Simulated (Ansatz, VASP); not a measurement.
## Two plane-wave programs on Sb

```xyz
1
Lattice="0.0000 2.3712 2.3712 2.3712 0.0000 2.3712 2.3712 2.3712 0.0000" Properties=species:S:1:pos:R:3 pbc="T T T"
Sb    0.0000    0.0000    0.0000
```

Alike in both runs: task single point; functional r2SCAN-based global hybrid with a share of 0.5 of exact exchange; k mesh 6 × 6 × 6; occupations fermi-dirac, width 0.05 eV; no spin polarisation.

|  | VASP | Ansatz |
| --- | --- | --- |
| version | VASP 6.6.1 | Ansatz 0.2.0 |
| potentials or method | VASP PAW PBE potentials, release 64 (Sb_d_GW) | Ansatz PAW |
| plane-wave cutoff (eV) | 440 | 500 |
| valence electrons in the cell | 15 | 15 |

|  | VASP | Ansatz | Ansatz less VASP |
| --- | --- | --- | --- |
| gap on the k mesh at the Fermi level (eV) | none | none | - |
| pressure (GPa) | -2.8 | -2.5 | +0.28 |

VASP's potentials were made for PBE, not for r2SCAN-based global hybrid. A gap of «none» marks a metal or a gap that the smearing closes. The functional is the same, so the differences come from potentials, cutoffs and numerics.

The k mesh is coarse, so the values compare programs but aren't converged. Neither program's run includes spin-orbit coupling.
